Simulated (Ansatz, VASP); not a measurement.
One calculation of Al2O3, two programs

File INCAR:

```
SYSTEM = Al2O3
AGGAC = 1.0 ; AGGAX = 1.0
ALDAC = 0.0 ; ALDAX = 1.0
ALGO = Normal ; EDIFF = 1E-6
ENCUT = 520 ; GGA = B5
ISIF = 2 ; ISMEAR = -1
IVDW = 12 ; LASPH = .True.
LCHARG = .False. ; LREAL = .False.
LWAVE = .False. ; NBANDS = 35
NELM = 80 ; PREC = Accurate
SIGMA = 0.05 ; VDW_A1 = 0.4298
VDW_A2 = 4.2359 ; VDW_S6 = 1.0
VDW_S8 = 2.6996
```

The input KPOINTS:

```
k-points
0
Gamma
  7 7 7
  0 0 0
```

The input POSCAR:

```
Al2O3
1.0
    2.3960137044      1.3833391572      4.3605553615
   -2.3960137044      1.3833391572      4.3605553615
    0.0000000000     -2.7666783145      4.3605553615
Al O
4 6
Direct
    0.8521600000      0.8521600000      0.8521600000
    0.6478400000      0.6478400000      0.6478400000
    0.1478400000      0.1478400000      0.1478400000
    0.3521600000      0.3521600000      0.3521600000
    0.0566800000      0.7500000000      0.4433200000
    0.7500000000      0.4433200000      0.0566800000
    0.4433200000      0.0566800000      0.7500000000
    0.9433200000      0.2500000000      0.5566800000
    0.2500000000      0.5566800000      0.9433200000
    0.5566800000      0.9433200000      0.2500000000
```

File input.yaml:

```yaml
crystal:
  lattice:
    - [2.3960137044, 1.3833391572, 4.3605553615]
    - [-2.3960137044, 1.3833391572, 4.3605553615]
    - [0.0, -2.7666783145, 4.3605553615]
  atoms:
    - { symbol: Al, position: [0.85216, 0.85216, 0.85216] }
    - { symbol: Al, position: [0.64784, 0.64784, 0.64784] }
    - { symbol: Al, position: [0.14784, 0.14784, 0.14784] }
    - { symbol: Al, position: [0.35216, 0.35216, 0.35216] }
    - { symbol: O, position: [0.05668, 0.75, 0.44332] }
    - { symbol: O, position: [0.75, 0.44332, 0.05668] }
    - { symbol: O, position: [0.44332, 0.05668, 0.75] }
    - { symbol: O, position: [0.94332, 0.25, 0.55668] }
    - { symbol: O, position: [0.25, 0.55668, 0.94332] }
    - { symbol: O, position: [0.55668, 0.94332, 0.25] }
hamiltonian:
  xc: blyp
  pseudopotentials: { kind: paw }
  dispersion: d3bj
kpoints:
  mp_grid: { grid: [7, 7, 7] }
scf:
  occupations: { method: fermi_dirac, width: 0.05 }
output:
  forces: true
  stress: true
  eigenvalues: true
```

Alike in both runs: task single point; functional BLYP; dispersion D3(BJ); k mesh 7 × 7 × 7; occupations fermi-dirac, width 0.05 eV; no spin polarisation.

|  | VASP | Ansatz |
| --- | --- | --- |
| version | VASP 6.6.1 | Ansatz 0.2.0 |
| potentials or method | VASP PAW PBE potentials, release 64 (Al, O) | Ansatz PAW |
| plane-wave cutoff (eV) | 520 | 420 |
| valence electrons in the cell | 48 | 48 |

|  | VASP | Ansatz | Ansatz less VASP |
| --- | --- | --- | --- |
| gap on the k mesh at the Fermi level (eV) | 6.22 | 6.22 | -0.001 |
| least direct gap on the mesh (eV) | 6.22 | 6.22 | -0.001 |
| pressure (GPa) | -2.7 | -3.2 | -0.49 |
| traceless stress, the component that is largest in VASP (GPa) | 0.02 | 0.15 | +0.129 |
| rms of the force components (eV/Å) | 0.015 | 0.021 | +0.0065 |

VASP's potentials were made for PBE, not for BLYP. Atom by atom the forces differ by 0.008 eV/Å (rms over components).

Noted on Ansatz's run: Pulay correction over one GPa; odd divisions of the mesh miss points on the zone boundary, where band edges often lie, so the gap on the mesh can be too wide.
